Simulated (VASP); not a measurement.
A run of VASP 6.6.1:

Contents of INCAR:

```
PREC     = Accurate       # precision mode
ENCUT    = 520            # plane-wave cutoff, eV
EDIFF    = 1E-6           # SCF threshold, eV
ISMEAR   = -1             # smearing method
SIGMA    = 0.05           # smearing width, eV
LREAL    = F              # projectors in reciprocal space
LASPH    = T              # aspherical terms in the spheres
NELM     = 150            # most SCF steps
ALGO     = Normal         # electronic algorithm
ISIF     = 2              # what is computed and relaxed
LWAVE    = F              # write WAVECAR
LCHARG   = F              # write CHGCAR
ISPIN    = 2              # spin polarisation
MAGMOM   = 3 0            # initial moments
LORBIT   = 11             # projections on sites
LMAXMIX  = 4              # l up to which the mixer works
GGA      = PE             # functional
IVDW     = 13             # dispersion correction
NBANDS   = 18             # bands
```

File KPOINTS:

```
Automatic mesh
0
Gamma
  11 11 11
```

POSCAR

```
FeO
1.0
    0.0000000000      2.1428461556      2.1428461556
    2.1428461556      0.0000000000      2.1428461556
    2.1428461556      2.1428461556      0.0000000000
Fe O
1 1
Direct
    0.0000000000      0.0000000000      0.0000000000
    0.5000000000      0.5000000000      0.5000000000
```

Potentials or basis: VASP PAW PBE potentials, release 64 (Fe, O).

Command:

```bash
$ cat potpaw_PBE.64/Fe/POTCAR potpaw_PBE.64/O/POTCAR > POTCAR
$ mpirun -np 1 vasp_std > vasp.out
```

Hardware: 1 thread of Intel Xeon 8259CL, with other jobs on the host.

Task: How long does it take, and how much memory?

Result: Run time: 41 s on 1 thread of Intel Xeon 8259CL, on a shared host, peak memory 0.17 GiB. Counts: scf iterations 15, k points 56.
